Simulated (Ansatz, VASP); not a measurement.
Two plane-wave programs on HfC

```
Hf C
1.0
     0.00000    2.28039    2.28039
     2.28039    0.00000    2.28039
     2.28039    2.28039    0.00000
Hf C
1 1
Cartesian
  2.2804 2.2804 2.2804
  0.0000 0.0000 0.0000
```

Alike in both runs: task single point; functional PBEsol; k mesh 16 × 16 × 16; occupations gaussian, width 0.1 eV; no spin polarisation.

```csv
,VASP,Ansatz
version,VASP 6.6.1,Ansatz 0.2.0
potentials or method,"VASP PAW PBE potentials, release 64 (Hf_pv, C), cutoff 520 eV","scalar-relativistic, plane waves, PAW"
valence electrons in the cell,14,30
```

```tsv
	VASP	Ansatz	Ansatz less VASP
gap on the k mesh at the Fermi level (eV)	none	none	-
pressure (GPa)	7.8	8.0	+0.15
```

VASP's potentials were made for PBE, not for PBEsol. A gap of «none» marks a metal or a gap that the smearing closes. VASP's potentials hold 14 valence electrons a cell and Ansatz's 30, so a difference there can come from the potentials and not from the codes.

Spin-orbit coupling is off throughout.
